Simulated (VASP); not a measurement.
# ZnO (P4_2/mnm) in VASP: further runs, part 2 of 2

VASP 6.6.1.

## 4. Relaxation of cell and atoms, PBE

This run uses another cell than the first one, of 12.40 Å³/atom.

The input, INCAR:

```
SYSTEM = ZnO
PREC = Accurate ; ENCUT = 600
EDIFF = 1E-6 ; ISMEAR = 0
SIGMA = 0.02 ; LREAL = .False.
LASPH = .True. ; NELM = 80
ALGO = Normal ; ISIF = 3
LWAVE = .False. ; LCHARG = .False.
GGA = PE ; IBRION = 2
NSW = 80 ; EDIFFG = -0.01
```

The input, KPOINTS:

```
regular mesh
0
Gamma
  1 1 2
  0 0 0
```

The input, POSCAR:

```
ZnO
1.0
    5.5175700700      0.0000000000      0.0000000000
    0.0000000000      5.5175700700      0.0000000000
    0.0000000000      0.0000000000      3.2587787700
Zn O
4 4
Direct
    0.1819728400      0.1819728400      0.5000000000
    0.8180271600      0.8180271600      0.5000000000
    0.6819728400      0.3180271600      0.0000000000
    0.3180271600      0.6819728400      0.0000000000
    0.8172472300      0.1827527700      0.5000000000
    0.1827527700      0.8172472300      0.5000000000
    0.6827527700      0.6827527700      0.0000000000
    0.3172472300      0.3172472300      0.0000000000
```

Potentials or basis: VASP PAW PBE potentials, release 64 (Zn, O).

On the command line:

```bash
> cat potpaw_PBE.64/Zn/POTCAR potpaw_PBE.64/O/POTCAR > POTCAR
> mpirun -np 1 vasp_std > vasp.out
```

OUTCAR:

```text
SYSTEM = ZnO
   PREC = Accurate
   ENCUT = 600
   EDIFF = 1E-6
   ISMEAR = 0
   LREAL = .False.
   LASPH = .True.
   NELM = 80
   ISIF = 3
   GGA = PE
   IBRION = 2
   NSW = 80
   EDIFFG = -0.01

 ion  position               nearest neighbor table
   1  0.182  0.182  0.500-   8 1.94   8 1.94   5 2.01   6 2.01   2 2.84
   2  0.818  0.818  0.500-   7 1.94   7 1.94   5 2.01   6 2.01   1 2.84
   3  0.682  0.318  0.000-   5 1.94   5 1.94   8 2.01   7 2.01   4 2.84
   4  0.318  0.682  0.000-   6 1.94   6 1.94   8 2.01   7 2.01   3 2.84
   5  0.817  0.183  0.500-   3 1.94   3 1.94   1 2.01   2 2.01
   6  0.183  0.817  0.500-   4 1.94   4 1.94   1 2.01   2 2.01
   7  0.683  0.683  0.000-   2 1.94   2 1.94   4 2.01   3 2.01
   8  0.317  0.317  0.000-   1 1.94   1 1.94   4 2.01   3 2.01

  LATTYP: Found a simple tetragonal cell.
 ALAT       =     5.5175700700
 C/A-ratio  =     0.5906184659

  Lattice vectors:

 A1 = (   5.5175700700,   0.0000000000,   0.0000000000)
 A2 = (   0.0000000000,   5.5175700700,   0.0000000000)
 A3 = (   0.0000000000,   0.0000000000,   3.2587787700)

Analysis of symmetry for initial positions (statically):
=====================================================================
 Subroutine PRICEL returns:
 Original cell was already a primitive cell.

 Routine SETGRP: Setting up the symmetry group for a
 simple tetragonal supercell.

 Subroutine GETGRP returns: Found 16 space group operations
 (whereof  8 operations were pure point group operations)
 out of a pool of 16 trial point group operations.

The static configuration has the point symmetry D_2h.
 The point group associated with its full space group is D_4h.

Analysis of symmetry for dynamics (positions and initial velocities):
=====================================================================
 Subroutine PRICEL returns:
 Original cell was already a primitive cell.

 Routine SETGRP: Setting up the symmetry group for a
 simple tetragonal supercell.

 Subroutine GETGRP returns: Found 16 space group operations
 (whereof  8 operations were pure point group operations)
 out of a pool of 16 trial point group operations.

The dynamic configuration has the point symmetry D_2h.
 The point group associated with its full space group is D_4h.

 Subroutine INISYM returns: Found 16 space group operations
 (whereof  8 operations are pure point group operations),
 and found     1 'primitive' translations

----------------------------------------------------------------------------------------

                                     Primitive cell

  volume of cell :      99.2089

  direct lattice vectors                    reciprocal lattice vectors
     5.517570070  0.000000000  0.000000000     0.181239203  0.000000000  0.000000000
     0.000000000  5.517570070  0.000000000     0.000000000  0.181239203  0.000000000
     0.000000000  0.000000000  3.258778770     0.000000000  0.000000000  0.306863420

  length of vectors
     5.517570070  5.517570070  3.258778770     0.181239203  0.181239203  0.306863420

  position of ions in fractional coordinates (direct lattice)
     0.181972840  0.181972840  0.500000000
     0.818027160  0.818027160  0.500000000
     0.681972840  0.318027160  0.000000000
     0.318027160  0.681972840  0.000000000
     0.817247230  0.182752770  0.500000000
     0.182752770  0.817247230  0.500000000
     0.682752770  0.682752770  0.000000000
     0.317247230  0.317247230  0.000000000

  ion indices of the primitive-cell ions
[... 47 lines left out ...]
   NGXF,Y,Z  is equivalent  to a cutoff of  28.93, 28.93, 28.57 a.u.
 SYSTEM =  ZnO
   PREC   = accura    normal or accurate (medium, high low for compatibility)
   ISTART =      0    job   : 0-new  1-cont  2-samecut
   ICHARG =      2    charge: 1-file 2-atom 10-const
   ISPIN  =      1    spin polarized calculation?
   LNONCOLLINEAR =      F non collinear calculations
   LSORBIT =      F    spin-orbit coupling
   LASPH  =      T    aspherical Exc in radial PAW
   ENCUT  =  600.0 eV  44.10 Ry    6.64 a.u.  11.02 11.02  6.51*2*pi/ulx,y,z
   NELM   =     80;   NELMIN=  2; NELMDL= -5     # of ELM steps
   EDIFF  = 0.1E-05   stopping-criterion for ELM
   LREAL  =      F    real-space projection
   EDIFFG = -.1E-01   stopping-criterion for IOM
   NSW    =     80    number of steps for IOM
   IBRION =      2    ionic relax: 0-MD 1-quasi-New 2-CG
   NFREE  =      1    steps in history (QN), initial steepest desc. (CG)
   ISIF   =      3    stress and relaxation
   ISYM   =      2    0-nonsym 1-usesym 2-fastsym
   POTIM  = 0.5000    time-step for ionic-motion
   TEBEG  =    0.0;   TEEND  =   0.0 temperature during run
   PSTRESS=    0.0 pullay stress
   NELECT =      72.0000    total number of electrons
   NUPDOWN=      -1.0000    fix difference up-down
   EMIN   =  10.00;   EMAX   =-10.00  energy-range for DOS
   EFERMI =   0.00;   METHOD = LEGACY
   ISMEAR =     0;   SIGMA  =   0.02  broadening in eV -4-tet -1-fermi 0-gaus
   EFERMI_NEDOS =   21; number of points for ismear=-14 and -15
   IALGO  =     38    algorithm
   IMIX   =      4    mixing-type and parameters
     AMIX     =   0.40;   BMIX     =  1.00
     AMIX_MAG =   1.60;   BMIX_MAG =  1.00
  volume/ion in A,a.u.               =      12.40        83.69
  Fermi-wavevector in a.u.,A,eV,Ry     =   1.471190  2.780146 29.448455  2.164400
  Thomas-Fermi vector in A             =   2.586356
   LORBIT       =      0    0 simple, 1 ext, 2 COOP (PROOUT), +10 PAW based schemes
   GGA     = PE    functional components
   LHFCALC =     F    Hartree Fock is set to
   AEXX    =    0.0000 exact exchange contribution
   IVDW    =     0    specifies the selected vdW correction
   LEPSILON=     F    determine dielectric tensor
   LRPA    =     F    only Hartree local field effects (RPA)
 conjugate gradient relaxation of ions
 non-spin polarized calculation
 Gauss-broadening in eV      SIGMA  =   0.02
  energy-cutoff  :      600.00
  volume of cell :       99.21
 maximum number of plane-waves:      3309
 NGX is ok and might be reduce to    48
   NGX = 23   NGY = 23   NGZ = 13

--------------------------------------- Ionic step        1  -------------------------------------------

 number of electron      72.0000031 magnetization

 Free energy of the ion-electron system (eV)
  ---------------------------------------------------
  ext. energy  EPLUGINS =         0.00000000
  ---------------------------------------------------
  free energy    TOTEN  =       -35.27966513 eV

  energy without entropy =      -35.27966513  energy(sigma->0) =      -35.27966513

------------------------ aborting loop because EDIFF is reached ----------------------------------------

  FORCE on cell =-STRESS in cart. coord.  units (eV):
  Direction    XX          YY          ZZ          XY          YZ          ZX
  --------------------------------------------------------------------------------------
  -------------------------------------------------------------------------------------
  Total       -0.2233480     -0.2233480      6.6607504      0.0000000      0.0000000      0.0000000
  in kB       -3.6069661     -3.6069661    107.5680139      0.0000000      0.0000000      0.0000000
  external PRESSURE =      33.4513606 kB  Pullay stress =       0.0000000 kB
[... 107 lines left out ...]
  FREE ENERGIE OF THE ION-ELECTRON SYSTEM (eV)
  ---------------------------------------------------
  free  energy   TOTEN  =       -35.3883460563 eV

  energy  without entropy=      -35.3883460563  energy(sigma->0) =      -35.38834606

 E-fermi :   1.9948     XC(G=0): -12.5570

 val. band max:        1.8660296264   @ k =   0.0000   0.0000   0.0000
 cond. band min:       4.3519557597   @ k =   0.0000   0.0000   0.0000
 fundamental gap:      2.4859261333
 Fermi energy:         1.9948105926

 k-point     1 :       0.0000    0.0000    0.0000
  band No.  band energies     occupation
      1     -15.8818      2.00000
      2     -14.3859      2.00000
      3     -14.3859      2.00000
      4     -14.1308      2.00000
      5      -2.8163      2.00000
      6      -2.8116      2.00000
[... 81 lines left out ...]
     42      13.4154      0.00000
     43      13.4154      0.00000

[... ionic steps 4 to 24 ...]

--------------------------------------- Ionic step       25  -------------------------------------------

 number of electron      71.9999945 magnetization

------------------------ aborting loop because EDIFF is reached ----------------------------------------
[... 79 lines left out ...]
--------------------------------------- Ionic step       27  -------------------------------------------

 number of electron      71.9999943 magnetization

 Free energy of the ion-electron system (eV)
  ---------------------------------------------------
  ext. energy  EPLUGINS =         0.00000000
  ---------------------------------------------------
  free energy    TOTEN  =       -36.14934990 eV

  energy without entropy =      -36.14934990  energy(sigma->0) =      -36.14934990

 E-fermi :   1.8264     XC(G=0): -12.4213

 val. band max:        1.7224050756   @ k =   0.0000   0.0000   0.0000
 cond. band min:       4.1107754108   @ k =   0.0000   0.0000   0.0000
 fundamental gap:      2.3883703351
 Fermi energy:         1.8264263790

 k-point     1 :       0.0000    0.0000    0.0000
  band No.  band energies     occupation
      1     -15.9784      2.00000
      2     -14.5979      2.00000
      3     -14.5979      2.00000
      4     -14.2703      2.00000
      5      -2.8915      2.00000
      6      -2.8915      2.00000
[... 116 lines left out ...]
  FREE ENERGIE OF THE ION-ELECTRON SYSTEM (eV)
  ---------------------------------------------------
  free  energy   TOTEN  =       -36.1493499011 eV

  energy  without entropy=      -36.1493499011  energy(sigma->0) =      -36.14934990

 reached required accuracy - stopping structural energy minimisation
```

It took 2.8 min on 1 thread of Intel Xeon 6975P-C (Granite Rapids), shared host; peak memory 0.25 GiB.

What came out:

```yaml
Free_energy: -36.1493 eV
Relaxed_volume: 9.58 Å³/atom
Relaxed_cell: a = 4.443 Å, b = 4.443 Å, c = 3.883 Å, α = 90.00°, β = 90.00°, γ = 90.00°
Space_group_after_relaxing_to_0.1_Å: I4/mmm (No. 139)
Energy_gained_by_relaxing: 108.7 meV/atom
Ionic_steps: 27
Pressure_after_relaxing: 0.0 GPa
Largest_force_after_relaxing: 0.010 eV/Å
Band_gap_on_the_k_mesh: 2.39 eV
```

Forces on the atoms (eV/Å):
```
Zn   0.007  0.007  0.000
Zn  -0.007 -0.007  0.000
Zn   0.007 -0.007  0.000
Zn  -0.007  0.007  0.000
O    0.006 -0.006  0.000
O   -0.006  0.006  0.000
O   -0.006 -0.006  0.000
O    0.006  0.006  0.000
```

Stress tensor (GPa, compression positive):
```
 0.07  0.00  0.00
 0.00  0.07  0.00
 0.00  0.00 -0.10
```

Step by step:
| step | energy change (eV) | largest force (eV/Å) | pressure (GPa) | volume (Å³) |
| --- | --- | --- | --- | --- |
| 1 | 0.0000 | 0.2329 | 3.35 | 99.21 |
| 2 | -0.1035 | 0.4545 | -2.03 | 102.92 |
| 3 | -0.1087 | 0.3890 | -1.04 | 102.21 |
| 4 | -0.1575 | 0.2873 | -1.29 | 101.72 |
| 5 | -0.2568 | 0.1044 | -2.06 | 100.14 |
| 6 | -0.3241 | 0.1740 | -4.97 | 96.65 |
| 7 | -0.3636 | 0.2075 | -3.69 | 94.93 |
| 8 | -0.4282 | 0.3295 | 0.17 | 90.36 |
| 9 | -0.3568 | 0.7095 | 10.50 | 81.56 |
| 10 | -0.4338 | 0.4350 | 2.61 | 88.00 |
| 11 | -0.4724 | 0.4057 | 2.32 | 86.69 |
| 12 | -0.5964 | 0.3825 | 1.84 | 82.75 |
| 13 | -0.7486 | 0.4049 | 4.87 | 74.76 |
| 14 | -0.7840 | 0.1079 | 0.77 | 75.14 |
| 15 | -0.7930 | 0.1948 | 1.73 | 75.02 |
| 16 | -0.8479 | 0.1409 | 0.90 | 75.91 |
| 17 | -0.8624 | 0.1006 | 0.54 | 76.64 |
| 18 | -0.8642 | 0.0815 | -0.56 | 77.01 |
| 19 | -0.8642 | 0.0805 | -0.58 | 77.02 |
| 20 | -0.8660 | 0.0625 | -0.44 | 76.96 |
| 21 | -0.8683 | 0.0344 | -0.21 | 76.82 |
| 22 | -0.8663 | 0.0805 | 0.48 | 76.54 |
| 23 | -0.8686 | 0.0477 | 0.06 | 76.73 |
| 24 | -0.8691 | 0.0382 | -0.11 | 76.76 |
| 25 | -0.8694 | 0.0225 | -0.32 | 76.79 |
| 26 | -0.8697 | 0.0127 | -0.02 | 76.69 |
| 27 | -0.8697 | 0.0099 | 0.01 | 76.66 |

Final structure:
```
CELL_PARAMETERS angstrom
4.44323 0.00000 0.00000
0.00000 4.44323 0.00000
0.00000 0.00000 3.88304
ATOMIC_POSITIONS crystal
Zn 0.24979 0.24979 0.50000
Zn 0.75021 0.75021 0.50000
Zn 0.74979 0.25021 0.00000
Zn 0.25021 0.74979 0.00000
O 0.74971 0.25029 0.50000
O 0.25029 0.74971 0.50000
O 0.75029 0.75029 0.00000
O 0.24971 0.24971 0.00000
```

Caveat: the k points lie up to 1.41 Å⁻¹ apart in the final cell; the volume moved by over 15 % at a fixed basis, so the end points are rough.

## 5. Single point, PBE

This run uses another cell than the first one, of 12.89 Å³/atom.

The input, INCAR:

```
PREC = Accurate
ENCUT = 520
EDIFF = 1E-6
ISMEAR = 0
SIGMA = 0.02
LREAL = F
LASPH = T
NELM = 60
ALGO = Normal
ISIF = 2
LWAVE = F
LCHARG = F
GGA = PE
NBANDS = 46
```

The input, KPOINTS:

```
Automatic mesh
0
Gamma
  2 2 4
```

The input, POSCAR:

```
ZnO
1.0
    5.6059893293      0.0000000000      0.0000000000
    0.0000000000      5.6059893293      0.0000000000
    0.0000000000      0.0000000000      3.2804016228
Zn O
4 4
Direct
    0.1816912305      0.1816912305      0.5000000000
    0.8183087695      0.8183087695      0.5000000000
    0.6816912305      0.3183087695      0.0000000000
    0.3183087695      0.6816912305      0.0000000000
    0.8184085795      0.1815914205      0.5000000000
    0.1815914205      0.8184085795      0.5000000000
    0.6815914205      0.6815914205      0.0000000000
    0.3184085795      0.3184085795      0.0000000000
```

On the command line:

```bash
> cat potpaw_PBE.64/Zn/POTCAR potpaw_PBE.64/O/POTCAR > POTCAR
> mpirun -np 1 vasp_std > vasp.out
```

Run time: 20 s. Hardware: 1 thread of Intel Xeon 6975P-C (Granite Rapids), shared host; peak memory 0.2 GiB.

Results (log left out):

```
Free energy            : -35.4958 eV
Pressure               : 0.9 GPa
Largest force          : 0.006 eV/Å
Band gap on the k mesh : 0.74 eV
```

Forces on the atoms (eV/Å):
```
Zn  -0.004 -0.004  0.000
Zn   0.004  0.004  0.000
Zn  -0.004  0.004  0.000
Zn   0.004 -0.004  0.000
O    0.004 -0.004  0.000
O   -0.004  0.004  0.000
O   -0.004 -0.004  0.000
O    0.004  0.004  0.000
```

Stress tensor (GPa, compression positive):
```
0.77 0.00 0.00
0.00 0.77 0.00
0.00 0.00 1.02
```

Levels at points of the mesh, in eV from the valence-band top:
| k point | band 32 | band 33 | band 34 | band 35 | band 36 | band 37 | band 38 | band 39 | band 40 | band 41 |
| --- | --- | --- | --- | --- | --- | --- | --- | --- | --- | --- |
| (0.00, 0.00, 0.00) | -0.82 | -0.43 | -0.18 | -0.18 | 0.00 | 0.74 | 5.11 | 5.11 | 6.90 | 7.24 |
| (0.50, 0.00, 0.00) | -1.49 | -0.49 | -0.49 | -0.40 | -0.40 | 3.12 | 3.12 | 6.00 | 6.00 | 8.02 |
| (0.50, 0.50, 0.00) | -1.05 | -0.81 | -0.81 | -0.75 | -0.75 | 4.16 | 4.16 | 4.59 | 4.59 | 8.36 |
| (0.00, 0.00, 0.50) | -1.72 | -1.70 | -1.70 | -1.28 | -1.28 | 5.72 | 5.72 | 7.91 | 7.91 | 8.00 |
| (0.50, 0.00, 0.50) | -1.79 | -1.48 | -1.48 | -1.00 | -1.00 | 5.79 | 5.79 | 6.74 | 6.74 | 7.65 |
| (0.50, 0.50, 0.50) | -1.35 | -1.31 | -1.31 | -1.26 | -1.26 | 5.53 | 5.53 | 5.81 | 5.81 | 7.71 |

Caveat: the k points lie up to 0.56 Å⁻¹ apart.

## 6. Overview

| task | cell | k mesh | cutoff (eV) | gap on the mesh (eV) | pressure (GPa) | relaxed volume (Å³/atom) | largest force (eV/Å) |
| --- | --- | --- | --- | --- | --- | --- | --- |
| single point | a = 6.880, b = 6.880, c = 2.312 Å, 8 atoms, atomic positions A | 1 × 1 × 1 | 520 | - | 0.3 | - | 0.01 |
| relaxation of cell and atoms | relaxed from a = 5.518, b = 5.518, c = 3.259 Å, 8 atoms, atomic positions B | 1 × 1 × 1 | 600 | - | 0.0 | 13.52 | 0.01 |
| relaxation of cell and atoms | relaxed from a = 5.518, b = 5.518, c = 3.259 Å, 8 atoms, atomic positions B | 1 × 1 × 2 | 600 | 2.39 | 0.0 | 9.58 | 0.01 |
| single point | a = 5.606, b = 5.606, c = 3.280 Å, 8 atoms, atomic positions C | 2 × 2 × 4 | 520 | 0.74 | 0.9 | - | 0.01 |

Alike in all rows: level PBE; potentials or basis VASP PAW PBE potentials, release 64 (Zn, O); no spin polarisation; smearing gaussian 0.02 eV.

Caveats: all runs use coarse meshes; a cell axis changed by over 15 % at a fixed basis, so the end point is rough (at least some runs); the volume moved by over 15 % at a fixed basis, so the end points are rough (at least some runs).

Total energies depend on the potentials used, so only differences within one code and one set of settings carry meaning.
